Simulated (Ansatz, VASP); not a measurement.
## Nb5O: VASP beside Ansatz

```xyz
6
Lattice="4.6938 0.0000 0.0000 -2.3469 4.0650 0.0000 0.0000 0.0000 5.3210" Properties=species:S:1:pos:R:3 pbc="T T T"
Nb    0.0000    2.7100    1.2907
Nb    2.3469    1.3550    1.2907
Nb    2.3469    1.3550    4.0303
Nb    0.0000    2.7100    4.0303
Nb    0.0000    0.0000    0.0000
O     0.0000    0.0000    2.6605
```

Alike in both runs: functional PBE; k mesh 6 × 6 × 4; occupations gaussian, width 0.1 eV; no spin polarisation.

Ansatz relaxed the structure, and its values are those at the end. VASP's run is a single point on that final structure, the one shown.

|  | VASP | Ansatz |
| --- | --- | --- |
| version | VASP 6.6.1 | Ansatz 0.2.0 |
| potentials or method | VASP PAW PBE potentials, release 64 (Nb_sv, O), cutoff 520 eV | scalar-relativistic, plane waves, PAW |
| valence electrons in the cell | 71 | 71 |

```tsv
	VASP	Ansatz	Ansatz less VASP
gap on the k mesh at the Fermi level (eV)	none	none	-
pressure (GPa)	-0.4	-0.1	+0.23
```

A gap of «none» marks a metal or a gap that the smearing closes.
